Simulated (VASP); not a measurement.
Write the native input for VASP 6.6.1 that does the following.

| Item | Value |
| --- | --- |
| Task | single point |
| Functional | PBEsol |
| Potentials or basis | VASP PAW PBE potentials, release 64 (Si, C) |
| Cutoff | 520 eV |
| k mesh | 10 × 10 × 10 |
| Occupations | gaussian, width 0.02 eV |
| Spin | no spin polarisation |
| Dipole correction | no |
| Further INCAR settings | ALGO = Normal; EDIFF = 1e-07; NBANDS = 11 |

The structure of SiC lies in POSCAR:

```
SiC
1.0
    0.0000000000      2.1783973796      2.1783973796
    2.1783973796      0.0000000000      2.1783973796
    2.1783973796      2.1783973796      0.0000000000
Si C
1 1
Direct
    0.2500000000      0.2500000000      0.2500000000
    0.0000000000      0.0000000000      0.0000000000
```

These files were run (other wordings do the same):

INCAR

```
SYSTEM = SiC
PREC = Accurate
ENCUT = 520
EDIFF = 1E-7
ISMEAR = 0
SIGMA = 0.02
LREAL = .FALSE.
LASPH = .TRUE.
NELM = 60
ALGO = Normal
ISIF = 2
LWAVE = .FALSE.
LCHARG = .TRUE.
GGA = PS
LELF = .TRUE.
LVHAR = .TRUE.
NBANDS = 11
```

KPOINTS

```
regular mesh
0
G
  10 10 10
  0 0 0
```

Potentials or basis: VASP PAW PBE potentials, release 64 (Si, C).

The run is started by

```console
$ cat potpaw_PBE.64/Si/POTCAR potpaw_PBE.64/C/POTCAR > POTCAR
$ mpirun -np 1 vasp_std > vasp.out
```

It gave:

| Item | Value |
| --- | --- |
| Pressure | 0.4 GPa |
| Band gap on the k mesh | 1.23 eV, indirect (least direct gap 4.44 eV) |

Caveat: the PAW data sets were made with another functional, which shifts forces and pressure a little.

It took 19 s on 1 thread of AMD EPYC 7R13 (shared host), peak memory 0.11 GiB.
